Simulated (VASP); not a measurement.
# BaB2 (P6/mmm) in VASP: further runs

The runs below take BaB2 through relaxation of shape and atoms at fixed volume, with PBE.

Program: VASP 6.6.1. These are calculated values, not measurements. Logs are shortened: lines on timing, memory, paths and dates and some standing lists are left out, and cuts for length are marked.

## (1) The cell of the first run

The structure is hexagonal, space group P6/mmm (No. 191). Conventional cell: a = 3.277 Å, b = 3.277 Å, c = 5.012 Å, α = 90.00°, β = 90.00°, γ = 120.00°. Ba (site symmetry 6/mmm) has 12 B at 3.14 Å and 6 Ba at 3.28 Å within 4.1 Å. Within 2.5 Å of B (site symmetry -6m2) lie 3 B at 1.89 Å.

## (2) Relaxation of shape and atoms at fixed volume, PBE (15.54 Å³/atom)

Contents of INCAR:

```
  PREC = Accurate
  ENCUT = 600
  EDIFF = 1E-6
  ISMEAR = 0
  SIGMA = 0.05
  LREAL = False
  LASPH = True
  NELM = 80
  ALGO = Normal
  ISIF = 4
  LWAVE = False
  LCHARG = False
  GGA = PE
  IBRION = 2
  NSW = 60
  EDIFFG = -0.01
```

Contents of KPOINTS:

```
Automatic mesh
0
Gamma
  12 12 8
```

Contents of POSCAR:

```
BaB2
1.0
    3.2772482037      0.0000000000      0.0000000000
   -1.6386241019      2.8381801989      0.0000000000
    0.0000000000      0.0000000000      5.0118626108
Ba B
1 2
Direct
    0.0000000000      0.0000000000      0.0000000000
    0.3333333333      0.6666666667      0.5000000000
    0.6666666667      0.3333333333      0.5000000000
```

Potentials or basis: VASP PAW PBE potentials, release 64 (Ba_sv, B).

Launch:

```
> cat potpaw_PBE.64/Ba_sv/POTCAR potpaw_PBE.64/B/POTCAR > POTCAR
> mpirun -np 1 vasp_std > vasp.out
```

OUTCAR:

```text
PREC = Accurate
   ENCUT = 600
   EDIFF = 1E-6
   ISMEAR = 0
   LREAL = False
   LASPH = True
   NELM = 80
   ISIF = 4
   GGA = PE
   IBRION = 2
   NSW = 60
   EDIFFG = -0.01

 ion  position               nearest neighbor table
   1  0.000  0.000  0.000-   2 3.14   3 3.14   2 3.14   3 3.14   3 3.14   3 3.14   2 3.14   2 3.14
                             3 3.14   3 3.14   2 3.14   2 3.14
   2  0.333  0.667  0.500-   3 1.89   3 1.89   3 1.89   1 3.14   1 3.14   1 3.14   1 3.14   1 3.14
                             1 3.14
   3  0.667  0.333  0.500-   2 1.89   2 1.89   2 1.89   1 3.14   1 3.14   1 3.14   1 3.14   1 3.14
                             1 3.14

  LATTYP: Found a hexagonal cell.
 ALAT       =     3.2772482037
 C/A-ratio  =     1.5292899101

  Lattice vectors:

 A1 = (   3.2772482037,   0.0000000000,   0.0000000000)
 A2 = (  -1.6386241019,   2.8381801989,   0.0000000000)
 A3 = (   0.0000000000,   0.0000000000,   5.0118626108)

Analysis of symmetry for initial positions (statically):
=====================================================================
 Subroutine PRICEL returns:
 Original cell was already a primitive cell.

 Routine SETGRP: Setting up the symmetry group for a
 hexagonal supercell.

 Subroutine GETGRP returns: Found 24 space group operations
 (whereof 24 operations were pure point group operations)
 out of a pool of 24 trial point group operations.

The static configuration has the point symmetry D_6h.

Analysis of symmetry for dynamics (positions and initial velocities):
=====================================================================
 Subroutine PRICEL returns:
 Original cell was already a primitive cell.

 Routine SETGRP: Setting up the symmetry group for a
 hexagonal supercell.

 Subroutine GETGRP returns: Found 24 space group operations
 (whereof 24 operations were pure point group operations)
 out of a pool of 24 trial point group operations.

The dynamic configuration has the point symmetry D_6h.

 Subroutine INISYM returns: Found 24 space group operations
 (whereof 24 operations are pure point group operations),
 and found     1 'primitive' translations

----------------------------------------------------------------------------------------

                                     Primitive cell

  volume of cell :      46.6174

[... 154 lines left out ...]
  energy-cutoff  :      600.00
  volume of cell :       46.62
      direct lattice vectors                 reciprocal lattice vectors
     3.277248204  0.000000000  0.000000000     0.305134045  0.176169223  0.000000000
    -1.638624102  2.838180199  0.000000000     0.000000000  0.352338446  0.000000000
     0.000000000  0.000000000  5.011862611     0.000000000  0.000000000  0.199526619

 POSITION                                       TOTAL-FORCE (eV/Angst)
 -----------------------------------------------------------------------------------
      0.00000      0.00000      0.00000        -0.000000      0.000000      0.000000
     -0.00000      1.89212      2.50593         0.000000     -0.000000      0.000000
      1.63862      0.94606      2.50593        -0.000000      0.000000     -0.000000
 -----------------------------------------------------------------------------------
    total drift:                               -0.000000      0.000000      0.000000

  FREE ENERGIE OF THE ION-ELECTRON SYSTEM (eV)
  ---------------------------------------------------
  free  energy   TOTEN  =       -14.0414935784 eV

  energy  without entropy=      -14.0396496976  energy(sigma->0) =      -14.04057164

--------------------------------------- Ionic step        2  -------------------------------------------

 number of electron      16.0000000 magnetization

 Free energy of the ion-electron system (eV)
  ---------------------------------------------------
  ext. energy  EPLUGINS =         0.00000000
  ---------------------------------------------------
  free energy    TOTEN  =       -14.04155543 eV

  energy without entropy =      -14.03966753  energy(sigma->0) =      -14.04061148

 E-fermi :   4.4140     XC(G=0): -10.6496

 val. band max:        4.4120791888   @ k =   0.3333   0.0833   0.1250
 cond. band min:       4.4345273861   @ k =   0.4167   0.1667   0.3750
 fundamental gap:      0.0224481974
 Fermi energy:         4.4139867788

 k-point     1 :       0.0000    0.0000    0.0000
  band No.  band energies     occupation
      1     -23.8814      2.00000
      2      -9.0715      2.00000
      3      -6.9266      2.00000
      4      -6.9266      2.00000
      5      -5.3376      2.00000
      6       3.5747      2.00000
      7       4.6409      0.00000
      8       5.0333      0.00000
      9       5.0333      0.00000
     10       8.3824      0.00000
     11       8.3824      0.00000
     12      10.6460      0.00000
[... 331 lines left out ...]
 k-point    24 :       0.3333    0.0000    0.1250
  band No.  band energies     occupation
      1     -23.2639      2.00000
      2     -10.1170      2.00000
      3      -8.3738      2.00000
      4      -7.6728      2.00000
      5      -3.5216      2.00000
      6       0.6797      2.00000
      7       2.7101      2.00000
      8       3.7650      2.00000
      9       4.2334      2.00000
     10       7.8262      0.00000
     11      10.1202      0.00000
     12      10.5618      0.00000

 [... further k-points ...]
[... 5 lines left out ...]
  --------------------------------------------------------------------------------------
  -------------------------------------------------------------------------------------
  Total        0.1027031      0.1027031      0.0837319     -0.0000000      0.0000000     -0.0000000
  in kB        3.5297637      3.5297637      2.8777498     -0.0000000      0.0000000     -0.0000000
  external PRESSURE =       3.3124257 kB  Pullay stress =       0.0000000 kB

 VOLUME and BASIS-vectors are now :
 -----------------------------------------------------------------------------
  energy-cutoff  :      600.00
  volume of cell :       46.62
      direct lattice vectors                 reciprocal lattice vectors
     3.278963160 -0.000000000 -0.000000000     0.304974454  0.176077083 -0.000000000
    -1.639481580  2.839665395  0.000000000     0.000000000  0.352154166  0.000000000
     0.000000000 -0.000000000  5.006621394     0.000000000 -0.000000000  0.199735495

 POSITION                                       TOTAL-FORCE (eV/Angst)
 -----------------------------------------------------------------------------------
      3.27896     -0.00000     -0.00000         0.000000      0.000000     -0.000000
     -0.00000      1.89311      2.50331         0.000000      0.000000     -0.000000
      1.63948      0.94656      2.50331        -0.000000     -0.000000      0.000000
 -----------------------------------------------------------------------------------
    total drift:                               -0.000000      0.000000     -0.000000

  FREE ENERGIE OF THE ION-ELECTRON SYSTEM (eV)
  ---------------------------------------------------
  free  energy   TOTEN  =       -14.0415554277 eV

  energy  without entropy=      -14.0396675346  energy(sigma->0) =      -14.04061148

 reached required accuracy - stopping structural energy minimisation
```

Wall time 32 s (1 thread of Intel Xeon 6975P-C (Granite Rapids), shared host); peak memory 0.23 GiB.

What came out:

| Item | Value |
| --- | --- |
| Free energy | -14.0416 eV |
| Energy gained by relaxing | 0.0 meV/atom |
| Ionic steps | 2 |
| Pressure after relaxing | 0.3 GPa |
| Band gap on the k mesh | zero (bands 8 and 9 overlap by 2.24 eV) |

Final structure:
```xyz
3
Lattice="3.2790 0.0000 0.0000 -1.6395 2.8397 0.0000 0.0000 0.0000 5.0066" Properties=species:S:1:pos:R:3 pbc="T T T"
Ba    3.2790    0.0000    0.0000
B     0.0000    1.8931    2.5033
B     1.6395    0.9466    2.5033
```

Levels at points of the mesh, in eV from the Fermi level:
```
           k point  band 5  band 6  band 7  band 8  band 9  band 10  band 11  band 12
(0.00, 0.00, 0.00)   -9.75   -0.84    0.23    0.62    0.62     3.97     3.97     6.23
(0.50, 0.00, 0.00)   -6.38   -5.83   -2.48   -0.93   -0.75     2.77     5.48     5.56
(0.00, 0.00, 0.50)   -8.03   -3.23    0.82    0.94    0.94     3.25     3.25     5.45
(0.50, 0.00, 0.50)   -7.25   -4.87   -1.43   -1.35    0.66     3.12     3.17     5.02
```

Caveat: spin-orbit coupling is left out, which moves the levels of the heavy elements.

## (3) Relaxation of shape and atoms at fixed volume, PBE (15.84 Å³/atom)

This run uses another cell than the first one, of 15.84 Å³/atom.

Contents of INCAR:

```
SYSTEM = BaB2
PREC = Accurate ; ENCUT = 600
EDIFF = 1E-7 ; ISMEAR = 0
SIGMA = 0.05 ; LREAL = .FALSE.
LASPH = .TRUE. ; NELM = 100
ALGO = Normal ; ISIF = 4
LWAVE = .FALSE. ; LCHARG = .FALSE.
GGA = PE ; IBRION = 2
NSW = 60 ; EDIFFG = -0.01
```

Contents of KPOINTS:

```
regular mesh
0
G
  12 12 8
  0 0 0
```

Contents of POSCAR:

```
BaB2
1.0
    3.2985296325      0.0000000000      0.0000000000
   -1.6492648163      2.8566104569      0.0000000000
    0.0000000000      0.0000000000      5.0444080851
Ba B
1 2
Direct
    0.0000000000      0.0000000000      0.0000000000
    0.3333333333      0.6666666667      0.5000000000
    0.6666666667      0.3333333333      0.5000000000
```

Potentials or basis: VASP PAW PBE potentials, release 64 (Ba_sv, B).

Launch:

```
> cat potpaw_PBE.64/Ba_sv/POTCAR potpaw_PBE.64/B/POTCAR > POTCAR
> mpirun -np 1 vasp_std > vasp.out
```

Run time: 40 s. Hardware: 1 thread of Intel Xeon 6975P-C (Granite Rapids), shared host; peak memory 0.23 GiB.

It converged, with:

```
Free energy               : -14.0385 eV
Energy gained by relaxing : 0.0 meV/atom
Ionic steps               : 2
Pressure after relaxing   : -1.4 GPa
Band gap on the k mesh    : zero (bands 8 and 9 overlap by 2.16 eV)
```

Final structure:
```
CELL_PARAMETERS angstrom
3.30021 0.00000 0.00000
-1.65010 2.85806 0.00000
0.00000 0.00000 5.03928
ATOMIC_POSITIONS crystal
Ba 0.00000 0.00000 0.00000
B 0.33333 0.66667 0.50000
B 0.66667 0.33333 0.50000
```

Levels at points of the mesh, in eV from the Fermi level:
```csv
k point,band 6,band 7,band 8,band 9,band 10,band 11
"(0.00, 0.00, 0.00)",-0.89,0.16,0.61,0.61,3.91,3.91
"(0.50, 0.00, 0.00)",-5.78,-2.41,-0.92,-0.72,2.72,5.35
"(0.00, 0.00, 0.50)",-3.22,0.79,0.91,0.91,3.22,3.22
"(0.50, 0.00, 0.50)",-4.86,-1.40,-1.33,0.63,3.09,3.12
```

Caveat: spin-orbit coupling is left out, which moves the levels of the heavy elements.

The gap in the log of VASP goes by the Fermi energy; the results here count the filled bands.